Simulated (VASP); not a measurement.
Si4W: single point with PBE

The system is Si4W.

```
Si W
1.0
    -3.10552    3.10552    1.79596
     3.10552   -3.10552    1.79596
     3.10552    3.10552   -1.79596
Si W
4 1
Direct
  0.81506 0.61357 0.42863
  0.61357 0.18494 0.79851
  0.18494 0.38643 0.57137
  0.38643 0.81506 0.20149
  0.00000 0.00000 0.00000
```

```yaml
Program: VASP 6.6.1
Task: single point
Functional: PBE
Potentials_or_basis: VASP PAW PBE potentials, release 64 (Si, W_sv)
Cutoff: 500 eV
k_mesh: 5 × 5 × 5
Occupations: gaussian, width 0.2 eV
Spin: no spin polarisation
```

```
Pressure               : -0.2 GPa
Largest force          : 0.016 eV/Å
Band gap on the k mesh : zero (band 15 reaches 11.79 eV, above the bottom of band 16 at 11.39 eV)
```

Forces on the atoms (eV/Å):
```
Si   0.007  0.014  0.000
Si  -0.014  0.007  0.000
Si  -0.007 -0.014  0.000
Si   0.014 -0.007  0.000
W    0.000  0.000  0.000
```

Stress tensor (GPa, compression positive):
```
-0.03  0.00  0.00
 0.00 -0.03  0.00
 0.00  0.00 -0.49
```

Levels at points of the mesh, in eV from the Fermi level:
```tsv
k point	band 12	band 13	band 14	band 15	band 16	band 17	band 18	band 19
(0.00, 0.00, 0.00)	-3.60	-3.14	-1.87	-0.14	-0.04	-0.04	2.38	2.38
```

Run time: 14 s on 1 thread of Intel(R) Xeon(R) 6975P-C (Granite Rapids), on a shared host, peak memory 0.2 GiB.

Caveat: the k points lie up to 0.40 Å⁻¹ apart; spin-orbit coupling is left out, which moves the levels of the heavy elements.
